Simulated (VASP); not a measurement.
# NaH (P6_3/mmc) in VASP: further runs

Aim: see how the results for NaH move with the level of theory and the settings. Levels: PBE, r2SCAN. Tasks: single point.

Everything below comes from runs of VASP 6.6.1. Logs are shortened: lines on timing, memory, paths and dates and some standing lists are left out, and cuts for length are marked.

### 1 The cell of the first run

Symmetry: P6_3/mmc, No. 194, hexagonal system. The conventional cell has a = 3.411 Å, b = 3.411 Å, c = 6.001 Å, α = 90.00°, β = 90.00°, γ = 120.00°. Within 3.5 Å of Na (site symmetry -3m) lie 6 H at 2.48 Å and 8 Na at 3.00 to 3.41 Å. Within 3.6 Å of H (site symmetry -6m2) lie 6 Na at 2.48 Å and 12 H at 3.41 to 3.59 Å.

### 2 Single point, PBE (15.11 Å³/atom)

Input file INCAR:

```
  PREC = Accurate
  ENCUT = 520
  EDIFF = 1E-6
  ISMEAR = 0
  SIGMA = 0.01
  LREAL = False
  LASPH = True
  NELM = 60
  ALGO = Normal
  ISIF = 2
  LWAVE = False
  LCHARG = False
  GGA = PE
  NBANDS = 16
```

Input file KPOINTS:

```
Automatic mesh
0
Gamma
  9 9 4
```

Input file POSCAR:

```
NaH
1.0
    3.4106020378      0.0000000000      0.0000000000
   -1.7053010189      2.9536680070      0.0000000000
    0.0000000000      0.0000000000      6.0005990969
Na H
2 2
Direct
    0.0000000000      0.0000000000      0.0000000000
    0.0000000000      0.0000000000      0.5000000000
    0.3333333333      0.6666666667      0.2500000000
    0.6666666667      0.3333333333      0.7500000000
```

Potentials or basis: VASP PAW PBE potentials, release 64 (Na_pv, H).

Launch:

```bash
> cat potpaw_PBE.64/Na_pv/POTCAR potpaw_PBE.64/H/POTCAR > POTCAR
> mpirun -np 1 vasp_std > vasp.out
```

OUTCAR:

```text
PREC = Accurate
   ENCUT = 520
   EDIFF = 1E-6
   ISMEAR = 0
   LREAL = False
   LASPH = True
   NELM = 60
   ISIF = 2
   GGA = PE

 ion  position               nearest neighbor table
   1  0.000  0.000  0.000-
   2  0.000  0.000  0.500-
   3  0.333  0.667  0.250-
   4  0.667  0.333  0.750-

  LATTYP: Found a hexagonal cell.
 ALAT       =     3.4106020378
 C/A-ratio  =     1.7593958575

  Lattice vectors:

 A1 = (   3.4106020378,   0.0000000000,   0.0000000000)
 A2 = (  -1.7053010189,   2.9536680070,   0.0000000000)
 A3 = (   0.0000000000,   0.0000000000,   6.0005990969)

Analysis of symmetry for initial positions (statically):
=====================================================================
 Subroutine PRICEL returns:
 Original cell was already a primitive cell.

 Routine SETGRP: Setting up the symmetry group for a
 hexagonal supercell.

 Subroutine GETGRP returns: Found 24 space group operations
 (whereof 12 operations were pure point group operations)
 out of a pool of 24 trial point group operations.

The static configuration has the point symmetry D_3d.
 The point group associated with its full space group is D_6h.

Analysis of symmetry for dynamics (positions and initial velocities):
=====================================================================
 Subroutine PRICEL returns:
 Original cell was already a primitive cell.

 Routine SETGRP: Setting up the symmetry group for a
 hexagonal supercell.

 Subroutine GETGRP returns: Found 24 space group operations
 (whereof 12 operations were pure point group operations)
 out of a pool of 24 trial point group operations.

The dynamic configuration has the point symmetry D_3d.
 The point group associated with its full space group is D_6h.

 Subroutine INISYM returns: Found 24 space group operations
 (whereof 12 operations are pure point group operations),
 and found     1 'primitive' translations

----------------------------------------------------------------------------------------

                                     Primitive cell

  volume of cell :      60.4488

  direct lattice vectors                    reciprocal lattice vectors
     3.410602038  0.000000000  0.000000000     0.293203367  0.169281043  0.000000000
    -1.705301019  2.953668007  0.000000000     0.000000000  0.338562085  0.000000000
     0.000000000  0.000000000  6.000599097     0.000000000  0.000000000  0.166650027

  length of vectors
     3.410602038  3.410602038  6.000599097     0.338562085  0.338562085  0.166650027

  position of ions in fractional coordinates (direct lattice)
     0.000000000  0.000000000  0.000000000
     0.000000000  0.000000000  0.500000000
     0.333333333  0.666666667  0.250000000
     0.666666667  0.333333333  0.750000000

  ion indices of the primitive-cell ions
   primitive index   ion index
                 1           1
                 2           2
                 3           3
                 4           4

----------------------------------------------------------------------------------------

 KPOINTS: Automatic mesh

Automatic generation of k-mesh.
 Grid dimensions read from file:
 generate k-points for:    9    9    4

 Generating k-lattice:

  Cartesian coordinates                     Fractional coordinates (reciprocal lattice)
     0.032578152  0.018809005  0.000000000     0.111111111 -0.000000000  0.000000000
     0.000000000  0.037618009  0.000000000     0.000000000  0.111111111  0.000000000
     0.000000000  0.000000000  0.041662507     0.000000000  0.000000000  0.250000000

  Length of vectors
     0.037618009  0.037618009  0.041662507

  Shift w.r.t. Gamma in fractional coordinates (k-lattice)
     0.000000000  0.000000000  0.000000000

 Subroutine IBZKPT returns following result:
 ===========================================

 Found     36 irreducible k-points:

 Following reciprocal coordinates:
            Coordinates               Weight
  0.000000  0.000000  0.000000      1.000000
  0.111111  0.000000  0.000000      6.000000
  0.222222  0.000000  0.000000      6.000000
  0.333333  0.000000  0.000000      6.000000
  0.444444  0.000000  0.000000      6.000000
  0.111111  0.111111  0.000000      6.000000
[... 16 lines left out ...]
  0.333333  0.222222  0.250000     24.000000
  0.333333  0.333333  0.250000      4.000000
 [... further k-points ...]
   k-points           NKPTS =     36   k-points in BZ     NKDIM =     36   number of bands    NBANDS=     16
   number of dos      NEDOS =    301   number of ions     NIONS =      4
   total plane-waves  NPLWV =  37632
   dimension x,y,z NGX =    28 NGY =   28 NGZ =   48
   dimension x,y,z NGXF=    56 NGYF=   56 NGZF=   96
   ions per type =               2   2
   NGX,Y,Z   is equivalent  to a cutoff of  13.65, 13.65, 13.30 a.u.
   NGXF,Y,Z  is equivalent  to a cutoff of  27.30, 27.30, 26.60 a.u.
 SYSTEM =  unknown system
   PREC   = accura    normal or accurate (medium, high low for compatibility)
   ISTART =      0    job   : 0-new  1-cont  2-samecut
   ICHARG =      2    charge: 1-file 2-atom 10-const
   ISPIN  =      1    spin polarized calculation?
   LNONCOLLINEAR =      F non collinear calculations
   LSORBIT =      F    spin-orbit coupling
   LASPH  =      T    aspherical Exc in radial PAW
   ENCUT  =  520.0 eV  38.22 Ry    6.18 a.u.   6.34  6.34 11.16*2*pi/ulx,y,z
   NELM   =     60;   NELMIN=  2; NELMDL= -5     # of ELM steps
   EDIFF  = 0.1E-05   stopping-criterion for ELM
   LREAL  =      F    real-space projection
   EDIFFG = 0.1E-04   stopping-criterion for IOM
   NSW    =      0    number of steps for IOM
   IBRION =     -1    ionic relax: 0-MD 1-quasi-New 2-CG
   NFREE  =      0    steps in history (QN), initial steepest desc. (CG)
   ISIF   =      2    stress and relaxation
   ISYM   =      2    0-nonsym 1-usesym 2-fastsym
   POTIM  = 0.5000    time-step for ionic-motion
   TEBEG  =    0.0;   TEEND  =   0.0 temperature during run
   PSTRESS=    0.0 pullay stress
   NELECT =      16.0000    total number of electrons
   NUPDOWN=      -1.0000    fix difference up-down
   EMIN   =  10.00;   EMAX   =-10.00  energy-range for DOS
   EFERMI =   0.00;   METHOD = LEGACY
   ISMEAR =     0;   SIGMA  =   0.01  broadening in eV -4-tet -1-fermi 0-gaus
   EFERMI_NEDOS =   21; number of points for ismear=-14 and -15
   IALGO  =     38    algorithm
   IMIX   =      4    mixing-type and parameters
     AMIX     =   0.40;   BMIX     =  1.00
     AMIX_MAG =   1.60;   BMIX_MAG =  1.00
  volume/ion in A,a.u.               =      15.11       101.98
  Fermi-wavevector in a.u.,A,eV,Ry     =   1.051120  1.986329 15.032447  1.104854
  Thomas-Fermi vector in A             =   2.186151
   LORBIT       =      0    0 simple, 1 ext, 2 COOP (PROOUT), +10 PAW based schemes
   GGA     = PE    functional components
   LHFCALC =     F    Hartree Fock is set to
   AEXX    =    0.0000 exact exchange contribution
   IVDW    =     0    specifies the selected vdW correction
   LEPSILON=     F    determine dielectric tensor
   LRPA    =     F    only Hartree local field effects (RPA)
 non-spin polarized calculation
 Gauss-broadening in eV      SIGMA  =   0.01
  energy-cutoff  :      520.00
  volume of cell :       60.45
 maximum number of plane-waves:      1644
 NGX is ok and might be reduce to    28
   NGX = 13   NGY = 13   NGZ = 23

 number of electron      15.9999987 magnetization

 Free energy of the ion-electron system (eV)
  ---------------------------------------------------
  ext. energy  EPLUGINS =         0.00000000
  ---------------------------------------------------
  free energy    TOTEN  =        -9.98588304 eV

  energy without entropy =       -9.98588304  energy(sigma->0) =       -9.98588304

 E-fermi :  -1.1891     XC(G=0):  -7.5369

 val. band max:       -1.3308397137   @ k =   0.3333   0.2222   0.0000
 cond. band min:       1.9403249964   @ k =   0.0000   0.0000   0.0000
 fundamental gap:      3.2711647101
 Fermi energy:        -1.1891114627

 k-point     1 :       0.0000    0.0000    0.0000
  band No.  band energies     occupation
      1     -23.8087      2.00000
      2     -23.6867      2.00000
      3     -23.6867      2.00000
      4     -23.6720      2.00000
      5     -23.6720      2.00000
      6     -23.6563      2.00000
[... 8 lines left out ...]
     15      13.0356      0.00000
     16      14.0827      0.00000

 k-point     2 :       0.1111    0.0000    0.0000
  band No.  band energies     occupation
      1     -23.8068      2.00000
      2     -23.6953      2.00000
      3     -23.6886      2.00000
      4     -23.6795      2.00000
      5     -23.6737      2.00000
      6     -23.6555      2.00000
[... 8 lines left out ...]
     15      12.9657      0.00000
     16      13.8626      0.00000

 k-point     3 :       0.2222    0.0000    0.0000
  band No.  band energies     occupation
      1     -23.8020      2.00000
      2     -23.7168      2.00000
      3     -23.6984      2.00000
      4     -23.6935      2.00000
      5     -23.6782      2.00000
      6     -23.6535      2.00000
[... 8 lines left out ...]
     15      11.7817      0.00000
     16      13.1352      0.00000

 k-point     4 :       0.3333    0.0000    0.0000
  band No.  band energies     occupation
      1     -23.7966      2.00000
      2     -23.7411      2.00000
      3     -23.7197      2.00000
      4     -23.6990      2.00000
      5     -23.6832      2.00000
      6     -23.6512      2.00000
[... 8 lines left out ...]
     15      10.6830      0.00000
     16      12.3358      0.00000
[... 324 lines left out ...]
 k-point    22 :       0.2222    0.2222    0.2500
  band No.  band energies     occupation
      1     -23.7733      2.00000
      2     -23.7392      2.00000
      3     -23.7239      2.00000
      4     -23.7084      2.00000
      5     -23.6962      2.00000
      6     -23.6714      2.00000
[... 8 lines left out ...]
     15      11.2566      0.00000
     16      13.0977      0.00000

 k-point    23 :       0.3333    0.2222    0.2500
  band No.  band energies     occupation
      1     -23.7708      2.00000
      2     -23.7444      2.00000
      3     -23.7289      2.00000
      4     -23.7177      2.00000
      5     -23.7047      2.00000
      6     -23.6701      2.00000
[... 8 lines left out ...]
     15      12.1047      0.00000
     16      12.4209      0.00000

 k-point    24 :       0.3333    0.3333    0.2500
  band No.  band energies     occupation
      1     -23.7699      2.00000
      2     -23.7336      2.00000
      3     -23.7336      2.00000
      4     -23.7191      2.00000
      5     -23.7191      2.00000
      6     -23.6696      2.00000
[... 8 lines left out ...]
     15      11.6749      0.00000
     16      13.1501      0.00000

 [... further k-points ...]

------------------------ aborting loop because EDIFF is reached ----------------------------------------

  FORCE on cell =-STRESS in cart. coord.  units (eV):
  Direction    XX          YY          ZZ          XY          YZ          ZX
  --------------------------------------------------------------------------------------
  -------------------------------------------------------------------------------------
  Total       -0.4399700     -0.4399700     -0.4851528      0.0000000      0.0000000      0.0000000
  in kB      -11.6612825    -11.6612825    -12.8588410      0.0000000      0.0000000      0.0000000
  external PRESSURE =     -12.0604686 kB  Pullay stress =       0.0000000 kB

 VOLUME and BASIS-vectors are now :
 -----------------------------------------------------------------------------
  energy-cutoff  :      520.00
  volume of cell :       60.45
      direct lattice vectors                 reciprocal lattice vectors
     3.410602038  0.000000000  0.000000000     0.293203367  0.169281043  0.000000000
    -1.705301019  2.953668007  0.000000000     0.000000000  0.338562085  0.000000000
     0.000000000  0.000000000  6.000599097     0.000000000  0.000000000  0.166650027

 POSITION                                       TOTAL-FORCE (eV/Angst)
 -----------------------------------------------------------------------------------
      0.00000      0.00000      0.00000        -0.000000      0.000000      0.000000
      0.00000      0.00000      3.00030        -0.000000      0.000000      0.000000
     -0.00000      1.96911      1.50015        -0.000000      0.000000     -0.000000
      1.70530      0.98456      4.50045         0.000000      0.000000      0.000000
 -----------------------------------------------------------------------------------
    total drift:                               -0.000000     -0.000000      0.000000

  FREE ENERGIE OF THE ION-ELECTRON SYSTEM (eV)
  ---------------------------------------------------
  free  energy   TOTEN  =        -9.9858830368 eV

  energy  without entropy=       -9.9858830368  energy(sigma->0) =       -9.98588304
```

Wall time 62 s (1 thread of Intel Xeon 8259CL, shared host); peak memory 0.19 GiB.

What came out:

| Item | Value |
| --- | --- |
| Free energy | -9.9859 eV |
| Pressure | -1.2 GPa |
| Band gap on the k mesh | 3.27 eV (least direct gap 4.36 eV) |

Stress tensor (GPa, compression positive):
```
-1.17  0.00  0.00
 0.00 -1.17  0.00
 0.00  0.00 -1.29
```

A k mesh can miss the band edges.

### 3 Single point, r2SCAN (13.07 Å³/atom)

This run uses another cell than the first one, of 13.07 Å³/atom.

Input file POSCAR:

```
NaH
1.0
    3.2514018235      0.0000000000      0.0000000000
   -1.6257009118      2.8157965770      0.0000000000
    0.0000000000      0.0000000000      5.7119213332
Na H
2 2
Direct
    0.0000000000      0.0000000000      0.0000000000
    0.0000000000      0.0000000000      0.5000000000
    0.3333333333      0.6666666667      0.2500000000
    0.6666666667      0.3333333333      0.7500000000
```

Input file INCAR.step1:

```
  ALGO = Normal
  EDIFF = 1E-4
  ENCUT = 520
  GGA = PE
  ISMEAR = 0
  LASPH = True
  LCHARG = False
  LREAL = False
  LWAVE = True
  NBANDS = 16
  NELM = 80
  PREC = Accurate
  SIGMA = 0.01
```

Input file INCAR.step2:

```
  ALGO = Normal
  EDIFF = 1E-6
  ENCUT = 520
  ISIF = 2
  ISMEAR = 0
  ISTART = 1
  LASPH = True
  LCHARG = False
  LMIXTAU = True
  LREAL = False
  LWAVE = False
  METAGGA = R2SCAN
  NBANDS = 16
  NELM = 80
  PREC = Accurate
  SIGMA = 0.01
```

Input file KPOINTS:

```
k-points
0
Gamma
  9 9 4
```

Potentials or basis: VASP PAW PBE potentials, release 64 (Na_pv, H).

Launch:

```bash
> cat potpaw_PBE.64/Na_pv/POTCAR potpaw_PBE.64/H/POTCAR > POTCAR
> cp INCAR.step1 INCAR
> mpirun -np 1 vasp_std > vasp.out
> cp INCAR.step2 INCAR
> mpirun -np 1 vasp_std > vasp.out
```

It took 2.2 min on 1 thread of Intel Xeon 8259CL, shared host; peak memory 0.17 GiB.

It converged, with:

```
Free energy            : -15.0121 eV
Pressure               : 1.4 GPa
Band gap on the k mesh : 4.16 eV (least direct gap 5.32 eV)
```

Stress tensor (GPa, compression positive):
```
1.27 0.00 0.00
0.00 1.27 0.00
0.00 0.00 1.59
```

Levels at points of the mesh, in eV from the valence-band top:
| k point | band 4 | band 5 | band 6 | band 7 | band 8 | band 9 | band 10 | band 11 | band 12 | band 13 |
| --- | --- | --- | --- | --- | --- | --- | --- | --- | --- | --- |
| (0.00, 0.00, 0.00) | -22.90 | -22.90 | -22.88 | -3.74 | -1.18 | 4.16 | 11.98 | 12.89 | 15.01 | 15.01 |
| (0.00, 0.00, 0.50) | -22.91 | -22.91 | -22.91 | -2.76 | -2.76 | 7.58 | 7.58 | 13.52 | 13.52 | 16.14 |

Caveat: the PAW data sets were made with another functional, which shifts forces and pressure a little. A k mesh can miss the band edges.
